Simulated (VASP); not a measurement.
# CaO (Lime) in VASP: a series of runs

CaO (Lime) is run at these levels: PBEsol; tasks: single point.

All numbers are computed with VASP 6.6.1; they aren't measurements. Logs are shortened: lines on timing, memory, paths and dates and some standing lists are left out, and cuts for length are marked.

### 1 The cell of the first run

It takes space group Fm-3m (No. 225, cubic). Conventional cell: a = 4.813 Å, b = 4.813 Å, c = 4.813 Å, α = 90.00°, β = 90.00°, γ = 90.00°. Ca (site symmetry m-3m) has 6 O at 2.41 Å within 3.2 Å. O (site symmetry m-3m) has 6 Ca at 2.41 Å within 3.2 Å.

### 2 Single point, PBEsol

File INCAR:

```
ALGO = Normal
EDIFF = 1E-7
ENCUT = 520
GGA = PS
ISIF = 2
ISMEAR = 0
LASPH = True
LCHARG = False
LREAL = False
LWAVE = False
NBANDS = 15
NELM = 60
PREC = Accurate
SIGMA = 0.05
```

File KPOINTS:

```
k-points
0
Gamma
  8 8 8
```

File POSCAR:

```
CaO
1.0
    0.0000000000      2.4065000000      2.4065000000
    2.4065000000      0.0000000000      2.4065000000
    2.4065000000      2.4065000000      0.0000000000
Ca O
1 1
Direct
    0.0000000000      0.0000000000      0.0000000000
    0.5000000000      0.5000000000      0.5000000000
```

Potentials or basis: VASP PAW PBE potentials, release 64 (Ca_sv, O).

Run with:

```console
$ cat potpaw_PBE.64/Ca_sv/POTCAR potpaw_PBE.64/O/POTCAR > POTCAR
$ mpirun -np 1 vasp_std > vasp.out
```

OUTCAR:

```text
EDIFF = 1E-7
   ENCUT = 520
   GGA = PS
   ISIF = 2
   ISMEAR = 0
   LASPH = True
   LREAL = False
   NELM = 60
   PREC = Accurate

 ion  position               nearest neighbor table
   1  0.000  0.000  0.000-   2 2.41   2 2.41   2 2.41   2 2.41   2 2.41   2 2.41
   2  0.500  0.500  0.500-   1 2.41   1 2.41   1 2.41   1 2.41   1 2.41   1 2.41

  LATTYP: Found a face centered cubic cell.
 ALAT       =     4.8130000000

  Lattice vectors:

 A1 = (   0.0000000000,   2.4065000000,   2.4065000000)
 A2 = (   2.4065000000,   0.0000000000,   2.4065000000)
 A3 = (   2.4065000000,   2.4065000000,   0.0000000000)

Analysis of symmetry for initial positions (statically):
=====================================================================
 Subroutine PRICEL returns:
 Original cell was already a primitive cell.

 Routine SETGRP: Setting up the symmetry group for a
 face centered cubic supercell.

 Subroutine GETGRP returns: Found 48 space group operations
 (whereof 48 operations were pure point group operations)
 out of a pool of 48 trial point group operations.

The static configuration has the point symmetry O_h .

Analysis of symmetry for dynamics (positions and initial velocities):
=====================================================================
 Subroutine PRICEL returns:
 Original cell was already a primitive cell.

 Routine SETGRP: Setting up the symmetry group for a
 face centered cubic supercell.

 Subroutine GETGRP returns: Found 48 space group operations
 (whereof 48 operations were pure point group operations)
 out of a pool of 48 trial point group operations.

The dynamic configuration has the point symmetry O_h .

 Subroutine INISYM returns: Found 48 space group operations
 (whereof 48 operations are pure point group operations),
 and found     1 'primitive' translations

----------------------------------------------------------------------------------------

                                     Primitive cell

  volume of cell :      27.8732

  direct lattice vectors                    reciprocal lattice vectors
     0.000000000  2.406500000  2.406500000    -0.207770621  0.207770621  0.207770621
     2.406500000  0.000000000  2.406500000     0.207770621 -0.207770621  0.207770621
     2.406500000  2.406500000  0.000000000     0.207770621  0.207770621 -0.207770621

  length of vectors
     3.403304938  3.403304938  3.403304938     0.359869272  0.359869272  0.359869272

  position of ions in fractional coordinates (direct lattice)
     0.000000000  0.000000000  0.000000000
     0.500000000  0.500000000  0.500000000

  ion indices of the primitive-cell ions
   primitive index   ion index
                 1           1
                 2           2

----------------------------------------------------------------------------------------

 KPOINTS: k-points

Automatic generation of k-mesh.
 Grid dimensions read from file:
 generate k-points for:    8    8    8

 Generating k-lattice:

  Cartesian coordinates                     Fractional coordinates (reciprocal lattice)
    -0.025971328  0.025971328  0.025971328     0.125000000  0.000000000  0.000000000
     0.025971328 -0.025971328  0.025971328     0.000000000  0.125000000  0.000000000
     0.025971328  0.025971328 -0.025971328     0.000000000  0.000000000  0.125000000

  Length of vectors
     0.044983659  0.044983659  0.044983659

  Shift w.r.t. Gamma in fractional coordinates (k-lattice)
     0.000000000  0.000000000  0.000000000

 Subroutine IBZKPT returns following result:
 ===========================================

 Found     29 irreducible k-points:

 Following reciprocal coordinates:
            Coordinates               Weight
  0.000000  0.000000  0.000000      1.000000
  0.125000  0.000000  0.000000      8.000000
  0.250000  0.000000  0.000000      8.000000
  0.375000  0.000000  0.000000      8.000000
  0.500000  0.000000  0.000000      4.000000
  0.125000  0.125000  0.000000      6.000000
[... 16 lines left out ...]
  0.500000  0.250000  0.125000     48.000000
 -0.375000  0.250000  0.125000     24.000000
 [... further k-points ...]
   k-points           NKPTS =     29   k-points in BZ     NKDIM =     29   number of bands    NBANDS=     15
   number of dos      NEDOS =    301   number of ions     NIONS =      2
   total plane-waves  NPLWV =  21952
   dimension x,y,z NGX =    28 NGY =   28 NGZ =   28
   dimension x,y,z NGXF=    56 NGYF=   56 NGZF=   56
   ions per type =               1   1
   NGX,Y,Z   is equivalent  to a cutoff of  13.68, 13.68, 13.68 a.u.
   NGXF,Y,Z  is equivalent  to a cutoff of  27.36, 27.36, 27.36 a.u.
 SYSTEM =  unknown system
   PREC   = accura    normal or accurate (medium, high low for compatibility)
   ISTART =      0    job   : 0-new  1-cont  2-samecut
   ICHARG =      2    charge: 1-file 2-atom 10-const
   ISPIN  =      1    spin polarized calculation?
   LNONCOLLINEAR =      F non collinear calculations
   LSORBIT =      F    spin-orbit coupling
   LASPH  =      T    aspherical Exc in radial PAW
   ENCUT  =  520.0 eV  38.22 Ry    6.18 a.u.   6.33  6.33  6.33*2*pi/ulx,y,z
   NELM   =     60;   NELMIN=  2; NELMDL= -5     # of ELM steps
   EDIFF  = 0.1E-06   stopping-criterion for ELM
   LREAL  =      F    real-space projection
   EDIFFG = 0.1E-05   stopping-criterion for IOM
   NSW    =      0    number of steps for IOM
   IBRION =     -1    ionic relax: 0-MD 1-quasi-New 2-CG
   NFREE  =      0    steps in history (QN), initial steepest desc. (CG)
   ISIF   =      2    stress and relaxation
   ISYM   =      2    0-nonsym 1-usesym 2-fastsym
   POTIM  = 0.5000    time-step for ionic-motion
   TEBEG  =    0.0;   TEEND  =   0.0 temperature during run
   PSTRESS=    0.0 pullay stress
   NELECT =      16.0000    total number of electrons
   NUPDOWN=      -1.0000    fix difference up-down
   EMIN   =  10.00;   EMAX   =-10.00  energy-range for DOS
   EFERMI =   0.00;   METHOD = LEGACY
   ISMEAR =     0;   SIGMA  =   0.05  broadening in eV -4-tet -1-fermi 0-gaus
   EFERMI_NEDOS =   21; number of points for ismear=-14 and -15
   IALGO  =     38    algorithm
   IMIX   =      4    mixing-type and parameters
     AMIX     =   0.40;   BMIX     =  1.00
     AMIX_MAG =   1.60;   BMIX_MAG =  1.00
  volume/ion in A,a.u.               =      13.94        94.05
  Fermi-wavevector in a.u.,A,eV,Ry     =   1.360564  2.571093 25.186211  1.851134
  Thomas-Fermi vector in A             =   2.487215
   LORBIT       =      0    0 simple, 1 ext, 2 COOP (PROOUT), +10 PAW based schemes
   GGA     = PS    functional components
   LHFCALC =     F    Hartree Fock is set to
   AEXX    =    0.0000 exact exchange contribution
   IVDW    =     0    specifies the selected vdW correction
   LEPSILON=     F    determine dielectric tensor
   LRPA    =     F    only Hartree local field effects (RPA)
 non-spin polarized calculation
 Gauss-broadening in eV      SIGMA  =   0.05
  energy-cutoff  :      520.00
  volume of cell :       27.87
 maximum number of plane-waves:       763
 NGX is ok and might be reduce to    28
   NGX = 13   NGY = 13   NGZ = 13

 number of electron      15.9999998 magnetization

 Free energy of the ion-electron system (eV)
  ---------------------------------------------------
  ext. energy  EPLUGINS =         0.00000000
  ---------------------------------------------------
  free energy    TOTEN  =       -13.40687554 eV

  energy without entropy =      -13.40687554  energy(sigma->0) =      -13.40687554

 E-fermi :   2.5263     XC(G=0): -10.7155

 val. band max:        2.1709181478   @ k =   0.0000   0.0000   0.0000
 cond. band min:       5.7074206230   @ k =   0.5000   0.5000   0.0000
 fundamental gap:      3.5365024751
 Fermi energy:         2.5262515582

 k-point     1 :       0.0000    0.0000    0.0000
  band No.  band energies     occupation
      1     -35.2313      2.00000
      2     -16.0754      2.00000
      3     -16.0754      2.00000
      4     -16.0754      2.00000
      5     -13.2652      2.00000
      6       2.1709      2.00000
      7       2.1709      2.00000
      8       2.1709      2.00000
      9       6.7021      0.00000
     10       8.3550      0.00000
     11       8.3550      0.00000
     12       8.3550      0.00000
     13       9.8839      0.00000
     14       9.8839      0.00000
     15      16.9764      0.00000

 k-point     2 :       0.1250    0.0000    0.0000
  band No.  band energies     occupation
      1     -35.2161      2.00000
      2     -16.2928      2.00000
      3     -16.0835      2.00000
      4     -16.0835      2.00000
      5     -13.0368      2.00000
      6       1.6215      2.00000
      7       1.9584      2.00000
      8       1.9584      2.00000
      9       7.3952      0.00000
     10       8.3063      0.00000
     11       8.6232      0.00000
     12       8.6232      0.00000
     13      10.2545      0.00000
     14      10.2545      0.00000
     15      17.5855      0.00000

 k-point     3 :       0.2500    0.0000    0.0000
  band No.  band energies     occupation
      1     -35.1791      2.00000
      2     -16.7245      2.00000
      3     -16.1030      2.00000
      4     -16.1030      2.00000
      5     -12.5772      2.00000
      6       0.6043      2.00000
      7       1.5041      2.00000
      8       1.5041      2.00000
      9       8.3492      0.00000
     10       8.8700      0.00000
     11       9.3277      0.00000
     12       9.3277      0.00000
     13      11.1467      0.00000
     14      11.1468      0.00000
     15      17.9667      0.00000

 k-point     4 :       0.3750    0.0000    0.0000
  band No.  band energies     occupation
      1     -35.1418      2.00000
      2     -17.0801      2.00000
      3     -16.1223      2.00000
      4     -16.1223      2.00000
      5     -12.1901      2.00000
      6      -0.2098      2.00000
      7       1.1098      2.00000
      8       1.1098      2.00000
      9       8.8174      0.00000
     10      10.0725      0.00000
     11      10.1449      0.00000
     12      10.1449      0.00000
     13      12.1231      0.00000
     14      12.1231      0.00000
     15      16.8607      0.00000
[... 307 lines left out ...]
 k-point    22 :       0.3750    0.2500    0.1250
  band No.  band energies     occupation
      1     -35.1521      2.00000
      2     -16.7636      2.00000
      3     -16.2377      2.00000
      4     -16.1398      2.00000
      5     -12.5313      2.00000
      6       0.3232      2.00000
      7       1.3851      2.00000
      8       1.6458      2.00000
      9       7.4718      0.00000
     10       9.1462      0.00000
     11      10.0297      0.00000
     12      10.3539      0.00000
     13      11.1299      0.00000
     14      12.3068      0.00000
     15      18.4511      0.00000

 k-point    23 :       0.5000    0.2500    0.1250
  band No.  band energies     occupation
      1     -35.1225      2.00000
      2     -16.9191      2.00000
      3     -16.3040      2.00000
      4     -16.1777      2.00000
      5     -12.3840      2.00000
      6       0.1381      2.00000
      7       1.0919      2.00000
      8       1.3166      2.00000
      9       7.9766      0.00000
     10       9.5824      0.00000
     11      10.6323      0.00000
     12      10.7169      0.00000
     13      12.0946      0.00000
     14      13.2103      0.00000
     15      16.8002      0.00000

 k-point    24 :      -0.3750    0.2500    0.1250
  band No.  band energies     occupation
      1     -35.1102      2.00000
      2     -16.9819      2.00000
      3     -16.3196      2.00000
      4     -16.2035      2.00000
      5     -12.3276      2.00000
      6       0.0844      2.00000
      7       1.0288      2.00000
      8       1.1063      2.00000
      9       8.8610      0.00000
     10       8.9222      0.00000
     11      10.9349      0.00000
     12      11.0850      0.00000
     13      12.3972      0.00000
     14      13.9985      0.00000
     15      15.8648      0.00000

 [... further k-points ...]
[... 5 lines left out ...]
  --------------------------------------------------------------------------------------
  -------------------------------------------------------------------------------------
  Total       -0.4434227     -0.4434227     -0.4434227     -0.0000000      0.0000000      0.0000000
  in kB      -25.4883021    -25.4883021    -25.4883021     -0.0000000      0.0000000      0.0000000
  external PRESSURE =     -25.4883021 kB  Pullay stress =       0.0000000 kB

 VOLUME and BASIS-vectors are now :
 -----------------------------------------------------------------------------
  energy-cutoff  :      520.00
  volume of cell :       27.87
      direct lattice vectors                 reciprocal lattice vectors
     0.000000000  2.406500000  2.406500000    -0.207770621  0.207770621  0.207770621
     2.406500000  0.000000000  2.406500000     0.207770621 -0.207770621  0.207770621
     2.406500000  2.406500000  0.000000000     0.207770621  0.207770621 -0.207770621

 POSITION                                       TOTAL-FORCE (eV/Angst)
 -----------------------------------------------------------------------------------
      0.00000      0.00000      0.00000        -0.000000     -0.000000     -0.000000
      2.40650      2.40650      2.40650         0.000000      0.000000      0.000000
 -----------------------------------------------------------------------------------
    total drift:                                0.000000      0.000000      0.000000

  FREE ENERGIE OF THE ION-ELECTRON SYSTEM (eV)
  ---------------------------------------------------
  free  energy   TOTEN  =       -13.4068755436 eV

  energy  without entropy=      -13.4068755436  energy(sigma->0) =      -13.40687554
```

Run time: 13 s. Hardware: 1 thread of AMD EPYC 7R13 (Zen 3), shared host; peak memory 0.13 GiB.

Results:

| Property | Result |
| --- | --- |
| Free energy | -13.4069 eV |
| Pressure | -2.5 GPa |
| Band gap on the k mesh | 3.54 eV, indirect (least direct gap 3.92 eV) |

Levels at points of the mesh, in eV from the valence-band top:
```csv
k point,band 6,band 7,band 8,band 9,band 10,band 11
"(0.00, 0.00, 0.00)",0.00,0.00,0.00,4.53,6.18,6.18
"(0.50, 0.00, 0.00)",-2.68,-1.21,-1.21,7.00,8.30,8.35
"(0.50, 0.50, 0.00)",-1.32,-0.38,-0.38,3.54,8.01,8.90
```

Caveat: the PAW data sets were made with another functional, which shifts forces and pressure a little. A k mesh can miss the band edges.

### 3 Single point, PBEsol

This run uses another cell than the first one, of 13.66 Å³/atom, 0.980 times its volume.

File INCAR:

```
PREC = Accurate ; ENCUT = 520
EDIFF = 1E-7 ; ISMEAR = 0
SIGMA = 0.05 ; LREAL = F
LASPH = T ; NELM = 60
ALGO = Normal ; ISIF = 2
LWAVE = F ; LCHARG = F
GGA = PS ; NBANDS = 15
```

File KPOINTS:

```
regular mesh
0
Gamma
  8 8 8
```

File POSCAR:

```
CaO
1.0
    0.0000000000      2.3824350000      2.4065000000
    2.3824350000      0.0000000000      2.4065000000
    2.3824350000      2.3824350000      0.0000000000
Ca O
1 1
Direct
    0.0000000000      0.0000000000      0.0000000000
    0.5000000000      0.5000000000      0.5000000000
```

Potentials or basis: VASP PAW PBE potentials, release 64 (Ca_sv, O).

Run with:

```console
$ cat potpaw_PBE.64/Ca_sv/POTCAR potpaw_PBE.64/O/POTCAR > POTCAR
$ mpirun -np 1 vasp_std > vasp.out
```

Run time: 27 s. Hardware: 1 thread of AMD EPYC 7R13 (Zen 3), shared host; peak memory 0.14 GiB.

Results (log left out):

| Property | Result |
| --- | --- |
| Free energy | -13.4103 eV |
| Pressure | -0.3 GPa |
| Band gap on the k mesh | 3.51 eV, indirect (least direct gap 3.89 eV) |

Stress tensor (GPa, compression positive):
```
 0.23  0.00  0.00
 0.00  0.23  0.00
 0.00  0.00 -1.43
```

Levels at points of the mesh, in eV from the valence-band top:
| k point | band 6 | band 7 | band 8 | band 9 | band 10 | band 11 |
| --- | --- | --- | --- | --- | --- | --- |
| (0.00, 0.00, 0.00) | -0.03 | 0.00 | 0.00 | 4.68 | 6.17 | 6.25 |
| (0.50, 0.00, 0.00) | -2.74 | -1.26 | -1.26 | 7.08 | 8.44 | 8.45 |
| (0.50, 0.50, 0.00) | -1.36 | -0.37 | -0.37 | 3.54 | 8.15 | 9.01 |
| (0.50, 0.00, 0.50) | -1.30 | -0.40 | -0.38 | 3.51 | 8.16 | 9.01 |

Caveat: the PAW data sets were made with another functional, which shifts forces and pressure a little.

### 4 Single point, PBEsol

This run uses another cell than the first one, of 13.75 Å³/atom, 0.987 times its volume.

File INCAR:

```
ALGO = Normal
EDIFF = 1E-6
ENCUT = 520
GGA = PS
ISIF = 2
ISMEAR = 0
LASPH = T
LCHARG = T
LELF = T
LREAL = F
LVHAR = T
LWAVE = F
NBANDS = 15
NELM = 60
PREC = Accurate
SIGMA = 0.05
```

File KPOINTS:

```
k-points
0
Gamma
  8 8 8
```

File POSCAR:

```
CaO
1.0
    0.0000000000      2.3904566667      2.4065000000
    2.3904566667      0.0000000000      2.4065000000
    2.3904566667      2.3904566667      0.0000000000
Ca O
1 1
Direct
    0.0000000000      0.0000000000      0.0000000000
    0.5000000000      0.5000000000      0.5000000000
```

Run with:

```console
$ cat potpaw_PBE.64/Ca_sv/POTCAR potpaw_PBE.64/O/POTCAR > POTCAR
$ mpirun -np 1 vasp_std > vasp.out
```

It took 23 s on 1 thread of AMD EPYC 7R13 (Zen 3), shared host; peak memory 0.14 GiB.

Results (log left out):

```
Free energy            : -13.4103 eV
Pressure               : -1.1 GPa
Band gap on the k mesh : 3.52 eV, indirect (least direct gap 3.90 eV)
```

Stress tensor (GPa, compression positive):
```
-0.77  0.00  0.00
 0.00 -0.77  0.00
 0.00  0.00 -1.84
```

Levels at points of the mesh, in eV from the valence-band top:
```tsv
k point	band 5	band 6	band 7	band 8	band 9	band 10	band 11	band 12
(0.00, 0.00, 0.00)	-15.47	-0.02	0.00	0.00	4.63	6.18	6.22	6.22
(0.50, 0.00, 0.00)	-14.19	-2.72	-1.24	-1.24	7.05	8.40	8.42	8.42
(0.50, 0.50, 0.00)	-15.22	-1.35	-0.37	-0.37	3.54	8.10	8.97	9.65
(0.50, 0.00, 0.50)	-15.22	-1.31	-0.40	-0.38	3.52	8.11	8.97	9.63
```

Caveat: the PAW data sets were made with another functional, which shifts forces and pressure a little. A k mesh can miss the band edges.

(Continued in part 2 of 2.)
